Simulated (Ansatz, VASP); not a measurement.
## CdSe: VASP beside Ansatz

```
Cd Se
1.0
     0.00000    2.97188    2.97188
     2.97188    0.00000    2.97188
     2.97188    2.97188    0.00000
Cd Se
1 1
Direct
  0.00000 0.00000 0.00000
  0.75000 0.75000 0.75000
```

Alike in both runs: task single point; functional r2SCAN; k mesh 8 × 8 × 8; occupations gaussian, width 0.02 eV; no spin polarisation.

|  | VASP | Ansatz |
| --- | --- | --- |
| version | VASP 6.6.1 | Ansatz 0.2.0 |
| potentials or method | VASP PAW PBE potentials, release 64 (Cd, Se), cutoff 520 eV | scalar-relativistic, plane waves, PAW |
| valence electrons in the cell | 18 | 36 |

```tsv
	VASP	Ansatz	Ansatz less VASP
gap on the k mesh at the Fermi level (eV)	1.24	1.25	+0.006
least direct gap on the mesh (eV)	1.24	1.25	+0.006
pressure (GPa)	6.4	6.0	-0.38
```

VASP's potentials were made for PBE, not for r2SCAN. VASP's potentials hold 18 valence electrons a cell and Ansatz's 36, so a difference there can come from the potentials and not from the codes.
